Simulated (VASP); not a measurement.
# MgF2: single point with r2SCAN

Crystal: MgF2.

```
Mg F
1.0
     4.55962    0.00000    0.00000
     0.00000    4.55962    0.00000
     0.00000    0.00000    2.97565
Mg F
2 4
Direct
  0.00000 0.00000 0.00000
  0.50000 0.50000 0.50000
  0.30280 0.30280 0.00000
  0.19720 0.80280 0.50000
  0.69720 0.69720 0.00000
  0.80280 0.19720 0.50000
```

```json
{"Program": "VASP 6.6.1", "Task": "single point", "Functional": "r2SCAN", "Potentials or basis": "VASP PAW PBE potentials, release 64 (Mg_sv, F)", "Cutoff": "920 eV", "k mesh": "6 × 6 × 9", "Occupations": "gaussian, width 0.0242 eV", "Spin": "no spin polarisation", "Dipole correction": "no", "Further INCAR settings": "ALGO = Normal; EDIFF = 1e-06; NBANDS = 33"}
```

The pressure is 6.6 GPa, the largest force is 0.111 eV/Å and the band gap on the k mesh is 8.45 eV.

Forces in eV/Å, atoms in the order of the input:
```
Mg   0.000  0.000  0.000
Mg   0.000  0.000  0.000
F   -0.078 -0.078  0.000
F    0.078 -0.078  0.000
F    0.078  0.078  0.000
F   -0.078  0.078  0.000
```

Stress tensor (GPa, compression positive):
```
5.71 0.00 0.00
0.00 5.71 0.00
0.00 0.00 8.42
```

Levels at points of the mesh, in eV from the valence-band top:
```csv
k point,band 20,band 21,band 22,band 23,band 24,band 25,band 26,band 27,band 28,band 29
"(0.00, 0.00, 0.00)",-1.28,-0.72,-0.34,-0.34,0.00,8.45,13.71,13.71,15.27,15.81
"(0.50, 0.00, 0.00)",-1.47,-1.01,-1.01,-0.41,-0.41,10.94,10.94,15.03,15.03,17.12
"(0.50, 0.50, 0.00)",-1.32,-1.00,-1.00,-0.87,-0.87,12.63,12.63,12.96,12.96,19.05
```

Wall time 9.1 min on 1 thread of Intel(R) Xeon(R) Platinum 8259CL CPU @ 2.50GHz (Skylake/Cascade Lake), on a shared host, peak memory 0.38 GiB.

Caveat: the cell stands under pressure; the PAW data sets were made with another functional, which shifts forces and pressure a little. r2SCAN opens gaps a little over a GGA but as a rule still falls short of measured ones.
